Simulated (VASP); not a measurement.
A run of VASP 6.6.1:

The input POSCAR:

```
Pt
1.0
   -1.5842200000      1.5842200000      1.5842200000
    1.5842200000     -1.5842200000      1.5842200000
    1.5842200000      1.5842200000     -1.5842200000
Pt
1
Direct
    0.0000000000      0.0000000000      0.0000000000
```

The input INCAR.step1:

```
SYSTEM = Pt
PREC = Accurate ; ENCUT = 600
ISMEAR = 1 ; SIGMA = 0.1
LREAL = .FALSE. ; LASPH = .TRUE.
NELM = 80 ; GGA = PE
ALGO = Normal ; EDIFF = 1E-4
LWAVE = .TRUE. ; LCHARG = .FALSE.
```

File INCAR.step2:

```
SYSTEM = Pt
PREC = Accurate ; ENCUT = 600
EDIFF = 1E-7 ; ISMEAR = 1
SIGMA = 0.1 ; LREAL = .FALSE.
LASPH = .TRUE. ; NELM = 80
ALGO = Normal ; ISIF = 3
LWAVE = .FALSE. ; LCHARG = .FALSE.
METAGGA = R2SCAN ; LMIXTAU = .TRUE.
IBRION = 2 ; NSW = 60
EDIFFG = -0.01 ; PSTRESS = 200.0
ISTART = 1
```

File KPOINTS:

```
regular mesh
0
G
  12 12 12
  0 0 0
```

Potentials or basis: VASP PAW PBE potentials, release 64 (Pt).

Run with:

```console
$ cat potpaw_PBE.64/Pt/POTCAR > POTCAR
$ cp INCAR.step1 INCAR
$ mpirun -np 1 vasp_std > vasp.out
$ cp INCAR.step2 INCAR
$ mpirun -np 1 vasp_std > vasp.out
```

Hardware: 1 thread of Intel(R) Xeon(R) 6975P-C (Granite Rapids) (shared host).

How long does it take, and how much memory?

Wall time 83 s on 1 thread of Intel(R) Xeon(R) 6975P-C (Granite Rapids), on a shared host, peak memory 0.16 GiB. Counts: k points 72, ion steps 5.
